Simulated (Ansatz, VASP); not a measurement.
**AlB2As3 in VASP and in Ansatz**

```
CELL_PARAMETERS angstrom
3.60345 -0.00031 0.00021
-1.80200 3.12026 -0.00008
0.00191 0.00016 18.07534
ATOMIC_POSITIONS crystal
Al 0.33329 0.66668 0.33451
Al 0.33347 0.66632 0.83453
B 0.99966 0.99996 0.00885
B 0.00015 0.00024 0.50884
B 0.66645 0.33322 0.16024
B 0.66696 0.33351 0.66024
As 0.33347 0.66690 0.47195
As 0.33302 0.66664 0.97196
As 0.66662 0.33337 0.27543
As 0.66686 0.33306 0.77544
As 0.99977 0.99989 0.12400
As 0.00028 0.00020 0.62400
```

Change from the starting cell: cell x2, atoms moved at random (sigma 0.15 Å) and cell strained at random (1.5 %), then relaxed without symmetry.

Alike in both runs: functional PBE; k mesh 6 × 6 × 1; occupations gaussian, width 0.1 eV; no spin polarisation.

Ansatz relaxed the structure, and its values are those at the end. VASP's run is a single point on that final structure, the one shown.

|  | VASP | Ansatz |
| --- | --- | --- |
| version | VASP 6.6.1 | Ansatz 0.2.0 |
| potentials or method | VASP PAW PBE potentials, release 64 (Al, B, As), cutoff 520 eV | scalar-relativistic, plane waves, PAW |
| valence electrons in the cell | 48 | 108 |

|  | VASP | Ansatz | Ansatz less VASP |
| --- | --- | --- | --- |
| gap on the k mesh at the Fermi level (eV) | 0.39 | 0.40 | +0.014 |
| least direct gap on the mesh (eV) | 0.72 | 0.72 | +0.008 |
| pressure (GPa) | 0.3 | 0.0 | -0.35 |
| rms of the force components (eV/Å) | 0.015 | 0.007 | -0.0085 |

VASP's potentials hold 48 valence electrons a cell and Ansatz's 108, so a difference there can come from the potentials and not from the codes.
